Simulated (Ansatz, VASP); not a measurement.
**B2SbP3: VASP beside Ansatz**

```xyz
6
Lattice="5.2977 0.0000 0.0000 0.0000 5.2977 0.0000 0.0000 0.0000 3.7246" Properties=species:S:1:pos:R:3 pbc="T T T"
B     0.0000    2.6489    0.0000
B     2.6489    0.0000    0.0000
Sb    0.0000    0.0000    1.8623
P     0.0000    2.6489    1.8623
P     2.6489    0.0000    1.8623
P     2.6489    2.6489    1.8623
```

Alike in both runs: functional PBE; k mesh 8 × 8 × 10; occupations gaussian, width 0.1 eV; no spin polarisation.

Ansatz relaxed the structure, and its values are those at the end. VASP's run is a single point on that final structure, the one shown.

```csv
,VASP,Ansatz
version,VASP 6.6.1,Ansatz 0.2.0
potentials or method,"VASP PAW PBE potentials, release 64 (B, Sb, P), cutoff 520 eV","scalar-relativistic, plane waves, PAW"
valence electrons in the cell,26,36
```

```csv
,VASP,Ansatz,Ansatz less VASP
gap on the k mesh at the Fermi level (eV),none,none,-
pressure (GPa),-0.1,0.0,+0.09
```

A gap of «none» marks a metal or a gap that the smearing closes. VASP's potentials hold 26 valence electrons a cell and Ansatz's 36, so a difference there can come from the potentials and not from the codes.

Neither program's run includes spin-orbit coupling.
